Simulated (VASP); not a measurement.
# K2TaSb6 (Fm-3m) in VASP: single point with r2SCAN

Aim: the single point of K2TaSb6 with r2SCAN.

Program: VASP 6.6.1. These are calculated values, not measurements. Logs are shortened: lines on timing, memory, paths and dates and some standing lists are left out, and cuts for length are marked.

## 1. The cell of the first run

It takes space group Fm-3m (No. 225, cubic). Conventional cell: a = 10.079 Å, b = 10.079 Å, c = 10.079 Å, α = 90.00°, β = 90.00°, γ = 90.00°. Ta (site symmetry m-3m) has 6 Sb at 2.42 Å within 3.2 Å. Within 3.2 Å of Sb (site symmetry 4mm) lie 1 Ta at 2.42 Å. K (site symmetry -43m) has 12 Sb at 3.56 Å and 4 Ta at 4.36 Å within 4.7 Å.

## 2. Single point, r2SCAN

Input file POSCAR:

```
K2TaSb6
1.0
    0.0000000000      5.0395710000      5.0395710000
    5.0395710000      0.0000000000      5.0395710000
    5.0395710000      5.0395710000      0.0000000000
Ta Sb K
1 6 2
Direct
    0.0000000000      0.0000000000      0.0000000000
    0.7601000000      0.2399000000      0.7601000000
    0.7601000000      0.2399000000      0.2399000000
    0.2399000000      0.7601000000      0.2399000000
    0.2399000000      0.7601000000      0.7601000000
    0.7601000000      0.7601000000      0.2399000000
    0.2399000000      0.2399000000      0.7601000000
    0.7500000000      0.7500000000      0.7500000000
    0.2500000000      0.2500000000      0.2500000000
```

Input file INCAR.step1:

```
ALGO = Normal
EDIFF = 1E-4
ENCUT = 520
GGA = PE
ISMEAR = -1
LASPH = True
LCHARG = False
LREAL = False
LWAVE = True
NBANDS = 40
NELM = 80
PREC = Accurate
SIGMA = 0.1
```

Input file INCAR.step2:

```
ALGO = Normal
EDIFF = 1E-7
ENCUT = 520
ISIF = 2
ISMEAR = -1
ISTART = 1
LASPH = True
LCHARG = False
LMIXTAU = True
LREAL = False
LWAVE = False
METAGGA = R2SCAN
NBANDS = 40
NELM = 80
PREC = Accurate
SIGMA = 0.1
```

Input file KPOINTS:

```
k-points
0
Gamma
  6 6 6
```

Potentials or basis: VASP PAW PBE potentials, release 64 (Ta_pv, Sb, K_sv).

On the command line:

```console
$ cat potpaw_PBE.64/Ta_pv/POTCAR potpaw_PBE.64/Sb/POTCAR potpaw_PBE.64/K_sv/POTCAR > POTCAR
$ cp INCAR.step1 INCAR
$ mpirun -np 1 vasp_std > vasp.out
$ cp INCAR.step2 INCAR
$ mpirun -np 1 vasp_std > vasp.out
```

OUTCAR:

```text
EDIFF = 1E-7
   ENCUT = 520
   ISIF = 2
   ISMEAR = -1
   ISTART = 1
   LASPH = True
   LREAL = False
   METAGGA = R2SCAN
   NELM = 80
   PREC = Accurate

 ion  position               nearest neighbor table
   1  0.000  0.000  0.000-   2 2.42   3 2.42   4 2.42   5 2.42   6 2.42   7 2.42
   2  0.760  0.240  0.760-   1 2.42   3 3.42   5 3.42   6 3.42   7 3.42   8 3.56   8 3.56   9 3.56
                             9 3.56   6 3.71   5 3.71   7 3.71   3 3.71
   3  0.760  0.240  0.240-   1 2.42   2 3.42   4 3.42   6 3.42   7 3.42   8 3.56   8 3.56   9 3.56
                             9 3.56   6 3.71   4 3.71   7 3.71   2 3.71
   4  0.240  0.760  0.240-   1 2.42   3 3.42   5 3.42   6 3.42   7 3.42   8 3.56   8 3.56   9 3.56
                             9 3.56   5 3.71   6 3.71   7 3.71   3 3.71
   5  0.240  0.760  0.760-   1 2.42   2 3.42   4 3.42   6 3.42   7 3.42   8 3.56   8 3.56   9 3.56
                             9 3.56   4 3.71   6 3.71   7 3.71   2 3.71
   6  0.760  0.760  0.240-   1 2.42   2 3.42   3 3.42   4 3.42   5 3.42   8 3.56   8 3.56   9 3.56
                             9 3.56   2 3.71   5 3.71   4 3.71   3 3.71
   7  0.240  0.240  0.760-   1 2.42   2 3.42   3 3.42   4 3.42   5 3.42   8 3.56   8 3.56   9 3.56
                             9 3.56   4 3.71   3 3.71   5 3.71   2 3.71
   8  0.750  0.750  0.750-   2 3.56   5 3.56   3 3.56   4 3.56   2 3.56   3 3.56   4 3.56   5 3.56
                             7 3.56   6 3.56   6 3.56   7 3.56
   9  0.250  0.250  0.250-   2 3.56   3 3.56   4 3.56   5 3.56   2 3.56   5 3.56   3 3.56   4 3.56
                             7 3.56   6 3.56   6 3.56   7 3.56

  LATTYP: Found a face centered cubic cell.
 ALAT       =    10.0791420000

  Lattice vectors:

 A1 = (   0.0000000000,   5.0395710000,   5.0395710000)
 A2 = (   5.0395710000,   0.0000000000,   5.0395710000)
 A3 = (   5.0395710000,   5.0395710000,   0.0000000000)

Analysis of symmetry for initial positions (statically):
=====================================================================
 Subroutine PRICEL returns:
 Original cell was already a primitive cell.

 Routine SETGRP: Setting up the symmetry group for a
 face centered cubic supercell.

 Subroutine GETGRP returns: Found 48 space group operations
 (whereof 48 operations were pure point group operations)
 out of a pool of 48 trial point group operations.

The static configuration has the point symmetry O_h .

Analysis of symmetry for dynamics (positions and initial velocities):
=====================================================================
 Subroutine PRICEL returns:
 Original cell was already a primitive cell.

 Routine SETGRP: Setting up the symmetry group for a
 face centered cubic supercell.

 Subroutine GETGRP returns: Found 48 space group operations
 (whereof 48 operations were pure point group operations)
 out of a pool of 48 trial point group operations.

The dynamic configuration has the point symmetry O_h .

 Subroutine INISYM returns: Found 48 space group operations
 (whereof 48 operations are pure point group operations),
 and found     1 'primitive' translations

----------------------------------------------------------------------------------------

                                     Primitive cell

  volume of cell :     255.9827

  direct lattice vectors                    reciprocal lattice vectors
     0.000000000  5.039571000  5.039571000    -0.099214794  0.099214794  0.099214794
     5.039571000  0.000000000  5.039571000     0.099214794 -0.099214794  0.099214794
     5.039571000  5.039571000  0.000000000     0.099214794  0.099214794 -0.099214794

  length of vectors
     7.127029657  7.127029657  7.127029657     0.171845065  0.171845065  0.171845065

  position of ions in fractional coordinates (direct lattice)
     0.000000000  0.000000000  0.000000000
     0.760100000  0.239900000  0.760100000
     0.760100000  0.239900000  0.239900000
     0.239900000  0.760100000  0.239900000
     0.239900000  0.760100000  0.760100000
     0.760100000  0.760100000  0.239900000
     0.239900000  0.239900000  0.760100000
     0.750000000  0.750000000  0.750000000
     0.250000000  0.250000000  0.250000000

  ion indices of the primitive-cell ions
   primitive index   ion index
                 1           1
                 2           2
                 3           3
                 4           4
                 5           5
                 6           6
                 7           7
                 8           8
                 9           9

----------------------------------------------------------------------------------------

 KPOINTS: k-points

Automatic generation of k-mesh.
 Grid dimensions read from file:
 generate k-points for:    6    6    6

 Generating k-lattice:

  Cartesian coordinates                     Fractional coordinates (reciprocal lattice)
    -0.016535799  0.016535799  0.016535799     0.166666667  0.000000000  0.000000000
     0.016535799 -0.016535799  0.016535799     0.000000000  0.166666667  0.000000000
     0.016535799  0.016535799 -0.016535799     0.000000000  0.000000000  0.166666667

  Length of vectors
     0.028640844  0.028640844  0.028640844

  Shift w.r.t. Gamma in fractional coordinates (k-lattice)
     0.000000000  0.000000000  0.000000000

 Subroutine IBZKPT returns following result:
 ===========================================

 Found     16 irreducible k-points:

 Following reciprocal coordinates:
            Coordinates               Weight
  0.000000  0.000000  0.000000      1.000000
  0.166667  0.000000  0.000000      8.000000
  0.333333  0.000000  0.000000      8.000000
  0.500000  0.000000  0.000000      4.000000
  0.166667  0.166667  0.000000      6.000000
  0.333333  0.166667  0.000000     24.000000
[... 8 lines left out ...]
 -0.333333  0.333333  0.166667     24.000000
 -0.333333  0.500000  0.166667     12.000000
   k-points           NKPTS =     16   k-points in BZ     NKDIM =     16   number of bands    NBANDS=     40
   number of dos      NEDOS =    301   number of ions     NIONS =      9
   total plane-waves  NPLWV = 157464
   dimension x,y,z NGX =    54 NGY =   54 NGZ =   54
   dimension x,y,z NGXF=   108 NGYF=  108 NGZF=  108
   ions per type =               1   6   2
   NGX,Y,Z   is equivalent  to a cutoff of  12.60, 12.60, 12.60 a.u.
   NGXF,Y,Z  is equivalent  to a cutoff of  25.19, 25.19, 25.19 a.u.
 SYSTEM =  unknown system
   PREC   = accura    normal or accurate (medium, high low for compatibility)
   ISTART =      1    job   : 0-new  1-cont  2-samecut
   ICHARG =      0    charge: 1-file 2-atom 10-const
   ISPIN  =      1    spin polarized calculation?
   LNONCOLLINEAR =      F non collinear calculations
   LSORBIT =      F    spin-orbit coupling
   LASPH  =      T    aspherical Exc in radial PAW
   ENCUT  =  520.0 eV  38.22 Ry    6.18 a.u.  13.25 13.25 13.25*2*pi/ulx,y,z
   NELM   =     80;   NELMIN=  2; NELMDL=  0     # of ELM steps
   EDIFF  = 0.1E-06   stopping-criterion for ELM
   LREAL  =      F    real-space projection
   EDIFFG = 0.1E-05   stopping-criterion for IOM
   NSW    =      0    number of steps for IOM
   IBRION =     -1    ionic relax: 0-MD 1-quasi-New 2-CG
   NFREE  =      0    steps in history (QN), initial steepest desc. (CG)
   ISIF   =      2    stress and relaxation
   ISYM   =      2    0-nonsym 1-usesym 2-fastsym
   POTIM  = 0.5000    time-step for ionic-motion
   TEBEG  =    0.0;   TEEND  =   0.0 temperature during run
   PSTRESS=    0.0 pullay stress
   NELECT =      59.0000    total number of electrons
   NUPDOWN=      -1.0000    fix difference up-down
   EMIN   =  10.00;   EMAX   =-10.00  energy-range for DOS
   EFERMI =   0.00;   METHOD = LEGACY
   ISMEAR =    -1;   SIGMA  =   0.10  broadening in eV -4-tet -1-fermi 0-gaus
   EFERMI_NEDOS =   21; number of points for ismear=-14 and -15
   IALGO  =     38    algorithm
   IMIX   =      4    mixing-type and parameters
     AMIX     =   0.40;   BMIX     =  1.00
     AMIX_MAG =   1.60;   BMIX_MAG =  1.00
  volume/ion in A,a.u.               =      28.44       191.94
  Fermi-wavevector in a.u.,A,eV,Ry     =   1.003742  1.896797 13.707832  1.007497
  Thomas-Fermi vector in A             =   2.136313
   LORBIT       =      0    0 simple, 1 ext, 2 COOP (PROOUT), +10 PAW based schemes
   METAGGA = R2SCAN    functional components
   LHFCALC =     F    Hartree Fock is set to
   AEXX    =    0.0000 exact exchange contribution
   IVDW    =     0    specifies the selected vdW correction
   LEPSILON=     F    determine dielectric tensor
   LRPA    =     F    only Hartree local field effects (RPA)
 non-spin polarized calculation
  energy-cutoff  :      520.00
  volume of cell :      255.98
 maximum number of plane-waves:      6934
 NGX is ok and might be reduce to    54
   NGX = 27   NGY = 27   NGZ = 27

 number of electron      59.0000000 magnetization

 Free energy of the ion-electron system (eV)
  ---------------------------------------------------
  ext. energy  EPLUGINS =         0.00000000
  ---------------------------------------------------
  free energy    TOTEN  =      -210.23917285 eV

  energy without entropy =     -210.10475598  energy(sigma->0) =     -210.17196442

 E-fermi :   5.6213     XC(G=0):  -9.9567

 val. band max:        5.4892980391   @ k =   0.3333   0.1667   0.0000
 cond. band min:       5.6343758965   @ k =  -0.3333   0.3333   0.0000
 fundamental gap:      0.1450778574
 Fermi energy:         5.6212984266

 k-point     1 :       0.0000    0.0000    0.0000
  band No.  band energies     occupation
      1     -29.9662      2.00000
      2     -29.9662      2.00000
      3     -29.9662      2.00000
      4     -26.4698      2.00000
      5     -26.4675      2.00000
      6      -9.2806      2.00000
[... 32 lines left out ...]
     39       8.6724      0.00000
[... 644 lines left out ...]
     39       9.6925      0.00000
     40      10.5578      0.00000

------------------------ aborting loop because EDIFF is reached ----------------------------------------

  FORCE on cell =-STRESS in cart. coord.  units (eV):
  Direction    XX          YY          ZZ          XY          YZ          ZX
  --------------------------------------------------------------------------------------
  -------------------------------------------------------------------------------------
  Total       24.7971168     24.7971168     24.7971168     -0.0000000      0.0000000     -0.0000000
  in kB      155.2033427    155.2033427    155.2033427     -0.0000000      0.0000000     -0.0000000
  external PRESSURE =     155.2033427 kB  Pullay stress =       0.0000000 kB

 VOLUME and BASIS-vectors are now :
 -----------------------------------------------------------------------------
  energy-cutoff  :      520.00
  volume of cell :      255.98
      direct lattice vectors                 reciprocal lattice vectors
     0.000000000  5.039571000  5.039571000    -0.099214794  0.099214794  0.099214794
     5.039571000  0.000000000  5.039571000     0.099214794 -0.099214794  0.099214794
     5.039571000  5.039571000  0.000000000     0.099214794  0.099214794 -0.099214794

 POSITION                                       TOTAL-FORCE (eV/Angst)
 -----------------------------------------------------------------------------------
      0.00000      0.00000      0.00000         0.000000      0.000000      0.000000
      5.03957      7.66116      5.03957         0.000000     -5.396468      0.000000
      2.41799      5.03957      5.03957         5.396468      0.000000      0.000000
      5.03957      2.41799      5.03957         0.000000      5.396468      0.000000
      7.66116      5.03957      5.03957        -5.396468      0.000000      0.000000
      5.03957      5.03957      7.66116         0.000000      0.000000     -5.396468
      5.03957      5.03957      2.41799         0.000000      0.000000      5.396468
      7.55936      7.55936      7.55936         0.000000      0.000000      0.000000
      2.51979      2.51979      2.51979        -0.000000     -0.000000     -0.000000
 -----------------------------------------------------------------------------------
    total drift:                               -0.000000     -0.000000      0.000000

  FREE ENERGIE OF THE ION-ELECTRON SYSTEM (eV)
  ---------------------------------------------------
  free  energy   TOTEN  =      -210.2391728527 eV

  energy  without entropy=     -210.1047559780  energy(sigma->0) =     -210.17196442
```

Wall time 25 min (1 thread of Intel Xeon Platinum 8259CL at 2.50GHz (Skylake/Cascade Lake), shared host); peak memory 0.51 GiB.

What came out:

- Free energy: -210.2392 eV
- Pressure: 15.5 GPa
- Largest force: 5.396 eV/Å
- Band gap on the k mesh: zero (an odd number of electrons rules out a gap without spin polarisation)

Forces on the atoms (eV/Å):
```
Ta   0.000  0.000  0.000
Sb   0.000 -5.396  0.000
Sb   5.396  0.000  0.000
Sb   0.000  5.396  0.000
Sb  -5.396  0.000  0.000
Sb   0.000  0.000 -5.396
Sb   0.000  0.000  5.396
K    0.000  0.000  0.000
K    0.000  0.000  0.000
```

Caveat: the cell stands under pressure; the PAW data sets were made with another functional, which shifts forces and pressure a little; spin-orbit coupling is left out, which moves the levels of the heavy elements.

The gap in the log of VASP goes by the Fermi energy; the results here count the filled bands.